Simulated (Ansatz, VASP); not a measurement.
# W in VASP and in Ansatz

INCAR

```
ALGO = Normal
EDIFF = 1E-6
EDIFFG = -0.005
ENCUT = 600
GGA = PE
IBRION = 2
ISIF = 3
ISMEAR = -1
LASPH = True
LCHARG = False
LREAL = False
LWAVE = False
NELM = 60
NSW = 60
PREC = Accurate
SIGMA = 0.05
```

Contents of KPOINTS:

```
k-points
0
Gamma
  16 16 16
```

File POSCAR:

```
W
1.0
   -2.4726398429      2.4726398429      1.3599519136
    2.4726398429     -2.4726398429      1.3599519136
    2.4726398429      2.4726398429     -1.3599519136
W
2
Direct
   -0.3750000000     -0.1250000000     -0.2500000000
    0.3750000000      0.1250000000      0.2500000000
```

Input for Ansatz:

```yaml
crystal:
  lattice:
    - [-2.4726398429, 2.4726398429, 1.3599519136]
    - [2.4726398429, -2.4726398429, 1.3599519136]
    - [2.4726398429, 2.4726398429, -1.3599519136]
  atoms:
    - { symbol: W, position: [-0.375, -0.125, -0.25] }
    - { symbol: W, position: [0.375, 0.125, 0.25] }
kpoints:
  mp_grid: { grid: [16, 16, 16] }
scf:
  occupations: { method: fermi_dirac, width: 0.05 }
hamiltonian:
  xc: pbe
  pseudopotentials: { kind: paw }
output:
  forces: true
  stress: true
relax:
  f_tol: 0.005
  max_steps: 40
  cell: {}
```

Alike in both runs: task relaxation of cell and atoms; functional PBE; k mesh 16 × 16 × 16; occupations fermi-dirac, width 0.05 eV; no spin polarisation.

|  | VASP | Ansatz |
| --- | --- | --- |
| version | VASP 6.6.1 | Ansatz 0.2.0 |
| potentials or method | VASP PAW PBE potentials, release 64 (W_sv) | PAW with Ansatz's default frozen-core files, scalar-relativistic |
| plane-wave cutoff (eV) | 600 | 420 |
| valence electrons in the cell | 28 | 28 |

Ansatz gave:

* relaxed volume (Å³/atom): 17.62
* relaxed cell length with the largest relative difference (Å): 3.861

Problem. Which values does VASP return?

Solution. Relaxed volume (Å³/atom): 17.67; relaxed cell length with the largest relative difference (Å): 3.865.

Neither program's run includes spin-orbit coupling.
